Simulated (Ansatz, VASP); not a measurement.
**BP in VASP and in Ansatz**

```
B P
1.0
     2.26007    2.26007    0.00000
    -2.26007    2.26007    0.00000
     0.00000    2.26007    2.26007
B P
1 1
Direct
  0.00000 0.00000 0.00000
  0.75000 0.25000 0.50000
```

Alike in both runs: functional PBEsol; k mesh 12 × 12 × 12; occupations fermi-dirac, width 0.08 eV; no spin polarisation.

Ansatz relaxed the structure, and its values are those at the end. VASP's run is a single point on that final structure, the one shown.

|  | VASP | Ansatz |
| --- | --- | --- |
| version | VASP 6.6.1 | Ansatz 0.2.0 |
| potentials or method | VASP PAW PBE potentials, release 64 (B, P) | PAW with Ansatz's default frozen-core files, scalar-relativistic |
| plane-wave cutoff (eV) | 520 | 420 |
| valence electrons in the cell | 8 | 8 |

|  | VASP | Ansatz | Ansatz less VASP |
| --- | --- | --- | --- |
| pressure (GPa) | 0.1 | 0.0 | -0.10 |

VASP's potentials were made for PBE, not for PBEsol.
